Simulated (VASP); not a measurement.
Set up this calculation in VASP 6.6.1, as the native input.

* Task: single point
* Functional: PBE
* Potentials or basis: VASP PAW PBE potentials, release 64 (Ag)
* Cutoff: 520 eV
* k mesh: 18 × 18 × 12
* Occupations: gaussian, width 0.1 eV
* Spin: no spin polarisation
* Dipole correction: no
* Further INCAR settings: ALGO = Fast; EDIFF = 1e-06; NBANDS = 18

The structure of Ag lies in POSCAR:

```
Ag
1.0
    1.9804304028      1.9804304028      0.0000000000
   -1.9804304028      1.9804304028      0.0000000000
    0.0000000000      0.0000000000      4.4084925049
Ag
2
Direct
    0.0000000000      0.0000000000      0.0000000000
    0.5000000000      0.5000000000      0.5000000000
```

This cell differs from its parent crystal: biaxial strain in the a-b plane: -4.5 %, then relaxed in part.

These files were run (other wordings do the same):

INCAR

```
SYSTEM = Ag
ALGO = Fast
EDIFF = 1E-6
ENCUT = 520
GGA = PE
ISIF = 2
ISMEAR = 0
LASPH = .True.
LCHARG = .True.
LELF = .True.
LREAL = .False.
LVHAR = .True.
LWAVE = .False.
NBANDS = 18
NELM = 80
PREC = Accurate
SIGMA = 0.1
```

KPOINTS

```
k-points
0
Gamma
  18 18 12
  0 0 0
```

Potentials or basis: VASP PAW PBE potentials, release 64 (Ag).

Command:

```sh
$ cat potpaw_PBE.64/Ag/POTCAR > POTCAR
$ mpirun -np 1 vasp_std > vasp.out
```

It gave:

```
Pressure               : 3.6 GPa
Band gap on the k mesh : zero (band 11 reaches 14.18 eV, above the bottom of band 12 at 5.04 eV)
```

Caveat: the cell differs from its parent crystal (biaxial strain in the a-b plane: -4.5 %, then relaxed in part).

It took 2.2 min on 1 thread of Intel(R) Xeon(R) Platinum 8175M CPU @ 2.50GHz (Skylake/Cascade Lake) (shared host), peak memory 0.31 GiB.
